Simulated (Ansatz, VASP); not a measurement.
## One calculation of BP, two programs

```
CELL_PARAMETERS angstrom
0.00000 2.26827 2.26827
2.26827 0.00000 2.26827
2.26827 2.26827 0.00000
ATOMIC_POSITIONS crystal
B 0.00000 0.00000 0.00000
P 0.25000 0.25000 0.25000
```

Alike in both runs: functional r2SCAN; k mesh 10 × 10 × 10; occupations gaussian, width 0.02 eV; no spin polarisation.

Ansatz relaxed the structure, and its values are those at the end. VASP's run is a single point on that final structure, the one shown.

|  | VASP | Ansatz |
| --- | --- | --- |
| version | VASP 6.6.1 | Ansatz 0.2.0 |
| potentials or method | VASP PAW PBE potentials, release 64 (B, P), cutoff 550 eV | scalar-relativistic, plane waves, PAW |
| valence electrons in the cell | 8 | 8 |

VASP gave:

| Quantity | Value |
| --- | --- |
| gap on the k mesh at the Fermi level (eV) | 1.45 |
| least direct gap on the mesh (eV) | 3.64 |
| pressure (GPa) | -0.5 |

Q: What did Ansatz give for the same quantities?

A: gap on the k mesh at the Fermi level (eV): 1.41; least direct gap on the mesh (eV): 3.60; pressure (GPa): 0.0.

VASP's potentials were made for PBE, not for r2SCAN.
